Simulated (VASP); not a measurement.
Set up this calculation in VASP 6.6.1, as the native input.

```
Task                   : single point
Functional             : PBE
Potentials or basis    : VASP PAW PBE potentials, release 64 (Ga_d, As)
Cutoff                 : 520 eV
k mesh                 : 8 × 8 × 8
Occupations            : fermi-dirac, width 0.02 eV
Spin                   : no spin polarisation
Dipole correction      : no
Further INCAR settings : ALGO = Normal; EDIFF = 1e-07; NBANDS = 16
```

The structure of GaAs lies in POSCAR:

```
GaAs
1.0
    0.0000000000      2.7197616916      2.7197616916
    2.7197616916      0.0000000000      2.7197616916
    2.7197616916      2.7197616916      0.0000000000
Ga As
1 1
Direct
    0.0000000000      0.0000000000      0.0000000000
    0.2500000000      0.2500000000      0.2500000000
```

This cell differs from its parent crystal: strain -4.0%.

These files were run (other wordings do the same):

INCAR

```
PREC = Accurate ; ENCUT = 520
EDIFF = 1E-7 ; ISMEAR = -1
SIGMA = 0.02 ; LREAL = F
LASPH = T ; NELM = 100
ALGO = Normal ; ISIF = 2
LWAVE = F ; LCHARG = F
GGA = PE ; NBANDS = 16
```

KPOINTS

```
regular mesh
0
Gamma
  8 8 8
```

Potentials or basis: VASP PAW PBE potentials, release 64 (Ga_d, As).

Command:

```console
$ cat potpaw_PBE.64/Ga_d/POTCAR potpaw_PBE.64/As/POTCAR > POTCAR
$ mpirun -np 1 vasp_std > vasp.out
```

It gave:

```
Pressure               : 14.9 GPa
Band gap on the k mesh : 1.22 eV (least direct gap 1.43 eV)
```

Caveat: the cell differs from its parent crystal (strain -4.0%); the cell stands under pressure.

Wall time 33 s on 1 thread of Intel(R) Xeon(R) Platinum 8175M CPU @ 2.50GHz (Skylake/Cascade Lake) (shared host), peak memory 0.17 GiB.
